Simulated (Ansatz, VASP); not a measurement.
One calculation of MgO, two programs

```
Mg O
1.0
     3.55766    0.00000    0.00000
    -1.77883    3.08102    0.00000
     0.00000    0.00000    4.35244
Mg O
2 2
Direct
  0.66667 0.33333 0.75000
  0.33333 0.66667 0.25000
  0.66667 0.33333 0.25000
  0.33333 0.66667 0.75000
```

Alike in both runs: task single point; functional PBE; k mesh 9 × 9 × 6; occupations gaussian, width 0.05 eV; no spin polarisation.

```csv
,VASP,Ansatz
version,VASP 6.6.1,Ansatz 0.2.0
potentials or method,"VASP PAW PBE potentials, release 64 (Mg, O), cutoff 520 eV","scalar-relativistic, plane waves, PAW"
valence electrons in the cell,16,32
```

|  | VASP | Ansatz | Ansatz less VASP |
| --- | --- | --- | --- |
| gap on the k mesh at the Fermi level (eV) | 3.00 | 3.02 | +0.021 |
| least direct gap on the mesh (eV) | 3.00 | 3.02 | +0.021 |
| pressure (GPa) | -5.8 | -5.3 | +0.56 |
| traceless stress, the component that is largest in VASP (GPa) | -1.44 | -1.34 | +0.095 |

With one functional, cell and mesh, what is left measures potentials, basis and numerics. VASP's potentials hold 16 valence electrons a cell and Ansatz's 32, so a difference there can come from the potentials and not from the codes.
